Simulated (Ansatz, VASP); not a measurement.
**Two plane-wave programs on Sc**

```
Sc
1.0
     2.99405    0.00000    0.00000
     0.00000    2.99405    0.00000
     0.00000    0.00000    2.99405
Sc
1
Direct
  0.00000 0.00000 0.00000
```

Alike in both runs: task single point; functional PBEsol; k mesh 12 × 12 × 12; occupations fermi-dirac, width 0.1 eV; no spin polarisation.

```csv
,VASP,Ansatz
version,VASP 6.6.1,Ansatz 0.2.0
potentials or method,"VASP PAW PBE potentials, release 64 (Sc_sv), cutoff 500 eV","plane waves (420 eV) with PAW, scalar-relativistic"
valence electrons in the cell,11,11
```

|  | VASP | Ansatz | Ansatz less VASP |
| --- | --- | --- | --- |
| pressure (GPa) | -2.6 | -2.6 | +0.01 |

VASP's potentials were made for PBE, not for PBEsol, and Ansatz warns of the same on its side.
